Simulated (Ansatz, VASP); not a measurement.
AlN in VASP and in Ansatz

INCAR

```
SYSTEM = AlN
ALGO     = Normal         ! electronic algorithm
EDIFF    = 1E-6           ! SCF threshold, eV
ENCUT    = 600            ! plane-wave cutoff, eV
GGA      = PE             ! functional
GGA_COMPAT= .False.      
ISIF     = 2              ! what is computed and relaxed
ISMEAR   = 0              ! smearing method
LASPH    = .True.         ! aspherical terms in the spheres
LCHARG   = .False.        ! write CHGCAR
LREAL    = .False.        ! projectors in reciprocal space
LWAVE    = .False.        ! write WAVECAR
NBANDS   = 11             ! bands
NELM     = 120            ! most SCF steps
PREC     = Accurate       ! precision mode
SIGMA    = 0.02           ! smearing width, eV
```

KPOINTS

```
k-points
0
Gamma
  10 10 10
  0 0 0
```

Contents of POSCAR:

```
AlN
1.0
    0.0000000000      2.2015893590      2.2015893590
    2.2015893590      0.0000000000      2.2015893590
    2.2015893590      2.2015893590      0.0000000000
Al N
1 1
Direct
    0.0000000000      0.0000000000      0.0000000000
    0.2500000000      0.2500000000      0.2500000000
```

Input for Ansatz:

```yaml
crystal:
  lattice:
    - [0.0, 2.201589359, 2.201589359]
    - [2.201589359, 0.0, 2.201589359]
    - [2.201589359, 2.201589359, 0.0]
  atoms:
    - { symbol: Al, position: [0.0, 0.0, 0.0] }
    - { symbol: "N", position: [0.25, 0.25, 0.25] }
basis:
  ecutwfc: 420
kpoints:
  mp_grid: { grid: [10, 10, 10] }
  band_path:
    path:
      - [[0.0, 0.0, 0.0], [-0.5, -0.5, 0.0], [-0.375, -0.375, 0.25]]
      - [[-0.375, 0.0, 0.375], [0.0, 0.0, 0.0], [0.0, 0.0, 0.5], [-0.5, -0.25, 0.25], [-0.5, -0.5, 0.0]]
    npoints: 10
hamiltonian:
  xc: pbe
scf:
  occupations: { method: gaussian, width: 0.02 }
  n_extra_bands: 7
output:
  forces: true
  stress: true
  eigenvalues: true
```

Alike in both runs: task single point; functional PBE; k mesh 10 × 10 × 10; occupations gaussian, width 0.02 eV; no spin polarisation.

|  | VASP | Ansatz |
| --- | --- | --- |
| version | VASP 6.6.1 | Ansatz 0.2.0 |
| potentials or method | VASP PAW PBE potentials, release 64 (Al, N), cutoff 600 eV | scalar-relativistic, plane waves, PAW |
| valence electrons in the cell | 8 | 8 |

```tsv
	VASP	Ansatz	Ansatz less VASP
gap on the k mesh at the Fermi level (eV)	3.31	3.31	+0.007
least direct gap on the mesh (eV)	3.98	3.98	-0.009
pressure (GPa)	-0.4	0.0	+0.41
```

The functional is the same, so the differences come from potentials, cutoffs and numerics.
